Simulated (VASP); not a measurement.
A run of VASP 6.6.1 is set up as follows.

Contents of POSCAR:

```
MgO
1.0
    2.5697963642      0.0000000000      0.0000000000
    0.0000000000      2.5697963642      0.0000000000
    0.0000000000      0.0000000000      2.5697963642
Mg O
1 1
Direct
    0.0000000000      0.0000000000      0.0000000000
    0.5000000000      0.5000000000      0.5000000000
```

INCAR.step1

```
SYSTEM = MgO
PREC = Accurate
ENCUT = 520
ISMEAR = 0
SIGMA = 0.01
LREAL = .False.
LASPH = .True.
NELM = 80
NBANDS = 11
GGA = PE
ALGO = Normal
EDIFF = 1E-4
LWAVE = .True.
LCHARG = .False.
```

The input INCAR.step2:

```
SYSTEM = MgO
PREC = Accurate
ENCUT = 520
EDIFF = 1E-7
ISMEAR = 0
SIGMA = 0.01
LREAL = .False.
LASPH = .True.
NELM = 80
ALGO = Normal
ISIF = 2
LWAVE = .False.
LCHARG = .False.
METAGGA = R2SCAN
LMIXTAU = .True.
NBANDS = 11
ISTART = 1
```

Contents of KPOINTS:

```
Automatic mesh
0
Gamma
  8 8 8
  0 0 0
```

Potentials or basis: VASP PAW PBE potentials, release 64 (Mg, O).

Launch:

```console
$ cat potpaw_PBE.64/Mg/POTCAR potpaw_PBE.64/O/POTCAR > POTCAR
$ cp INCAR.step1 INCAR
$ mpirun -np 1 vasp_std > vasp.out
$ cp INCAR.step2 INCAR
$ mpirun -np 1 vasp_std > vasp.out
```

Q: Estimate the pressure.

A: 9.8 GPa.

Q: What does it give for the band gap on the k mesh?

A: 4.08 eV, indirect (least direct gap 5.21 eV).

Caveat: the PAW data sets were made with another functional, which shifts forces and pressure a little. A k mesh can miss the band edges.
